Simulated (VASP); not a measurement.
Set up this calculation in VASP 6.6.1, as the native input.

```
Task                   : single point
Functional             : PBE
Potentials or basis    : VASP PAW PBE potentials, release 64 (Ca_sv)
Cutoff                 : 520 eV
k mesh                 : 12 × 12 × 7
Occupations            : fermi-dirac, width 0.08 eV
Spin                   : no spin polarisation
Dipole correction      : no
Further INCAR settings : ALGO = Normal; EDIFF = 1e-06; NBANDS = 17
```

The structure of Ca lies in POSCAR:

```
Ca
1.0
    3.5906932829      0.0000000000      0.0000000000
   -1.7953466415      3.1096316002      0.0000000000
    0.0000000000      0.0000000000      5.9654485179
Ca
2
Direct
    0.3333333333      0.6666666667      0.2500000000
    0.6666666667      0.3333333333      0.7500000000
```

This isn't the form of Ca at room conditions, which is fcc.

One way to write it, as run:

INCAR

```
SYSTEM = Ca
PREC = Accurate ; ENCUT = 520
EDIFF = 1E-6 ; ISMEAR = -1
SIGMA = 0.08 ; LREAL = .FALSE.
LASPH = .TRUE. ; NELM = 80
ALGO = Normal ; ISIF = 2
LWAVE = .FALSE. ; LCHARG = .FALSE.
GGA = PE ; NBANDS = 17
```

KPOINTS

```
regular mesh
0
G
  12 12 7
  0 0 0
```

Potentials or basis: VASP PAW PBE potentials, release 64 (Ca_sv).

Run with:

```sh
$ cat potpaw_PBE.64/Ca_sv/POTCAR > POTCAR
$ mpirun -np 1 vasp_std > vasp.out
```

It gave:

| Property | Result |
| --- | --- |
| Pressure | 6.1 GPa |
| Band gap on the k mesh | zero (bands 10 and 11 overlap by 0.32 eV) |

Caveat: the cell stands under pressure.

Wall time 37 s on 1 thread of Intel(R) Xeon(R) 6975P-C (Granite Rapids), with other jobs on the host, peak memory 0.22 GiB.
